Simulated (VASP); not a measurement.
# Pt8S15 (a cell with a defect): single point with PBE+D3(BJ)

The system is Pt8S15 (a cell with a defect).

```
Pt S
1.0
     3.58331   -6.20647    0.00000
     3.58331    6.20647    0.00000
     0.00000    0.00000    9.32455
Pt S
8 15
Direct
  0.49912 0.00088 0.99589
  0.50001 0.99999 0.50139
  0.00177 0.00088 0.99589
  0.99999 0.99999 0.50139
  0.49912 0.49823 0.99589
  0.50001 0.50001 0.50139
  0.00000 0.50000 0.99866
  0.00000 0.50000 0.50205
  0.33333 0.16667 0.63080
  0.83273 0.16547 0.12754
  0.83264 0.16529 0.63081
  0.33453 0.66727 0.12754
  0.33471 0.66736 0.63081
  0.83273 0.66727 0.12754
  0.83264 0.66736 0.63081
  0.66543 0.33272 0.37129
  0.66205 0.33103 0.87315
  0.16728 0.33272 0.37129
  0.16897 0.33103 0.87315
  0.66667 0.83333 0.37137
  0.66667 0.83333 0.86755
  0.16728 0.83457 0.37129
  0.16897 0.83795 0.87315
```

```yaml
Program: VASP 6.6.1
Task: single point
Functional: PBE
Dispersion: D3(BJ)
Potentials_or_basis: VASP PAW PBE potentials, release 64 (Pt, S)
Cutoff: 520 eV
k_mesh: 6 × 6 × 4
Occupations: gaussian, width 0.1 eV
Spin: no spin polarisation
Dipole_correction: no
Further_INCAR_settings: LREAL = Auto; ALGO = Normal; EDIFF = 1e-06; NBANDS = 102
```

```
Pressure                   : -1.9 GPa
Largest force              : 0.054 eV/Å
Band gap on the k mesh     : zero (band 85 reaches 7.47 eV, above the bottom of band 86 at 7.23 eV)
Dispersion energy per atom : -0.436 eV
```

Forces in eV/Å, atoms in the order of the input:
```
Pt   0.000 -0.025 -0.007
Pt   0.000 -0.010  0.004
Pt  -0.022  0.013 -0.007
Pt  -0.008  0.005  0.004
Pt   0.022  0.013 -0.007
Pt   0.008  0.005  0.004
Pt   0.000  0.000 -0.005
Pt   0.000  0.000 -0.006
S    0.000  0.000 -0.054
S   -0.001 -0.001 -0.037
S    0.002  0.001 -0.039
S    0.001 -0.001 -0.037
S   -0.002  0.001 -0.039
S    0.000  0.001 -0.037
S    0.000 -0.003 -0.039
S   -0.001  0.001  0.043
S    0.003 -0.002  0.032
S    0.000 -0.001  0.043
S    0.000  0.004  0.032
S    0.000  0.000  0.032
S    0.000  0.000  0.042
S    0.001  0.001  0.043
S   -0.003 -0.002  0.032
```

Stress tensor (GPa, compression positive):
```
-2.47  0.00  0.00
 0.00 -2.47  0.00
 0.00  0.00 -0.75
```

Levels at points of the mesh, in eV from the Fermi level:
```tsv
k point	band 82	band 83	band 84	band 85	band 86	band 87	band 88	band 89
(0.00, 0.00, 0.00)	-1.27	-1.27	-1.07	0.27	0.27	0.29	1.11	1.11
(0.50, 0.00, 0.00)	-1.03	-0.88	-0.78	-0.36	0.11	0.14	0.79	0.84
(0.00, 0.00, 0.50)	-1.63	-1.33	-0.84	-0.17	0.22	0.22	1.68	1.70
(0.50, 0.00, 0.50)	-1.37	-1.13	-0.33	-0.14	0.11	0.22	0.68	0.73
```

Wall time 18 min on 1 thread of AMD EPYC 9R45 96-Core Processor (Zen 5) (shared host), peak memory 0.82 GiB.

Caveat: spin-orbit coupling is left out, which moves the levels of the heavy elements.
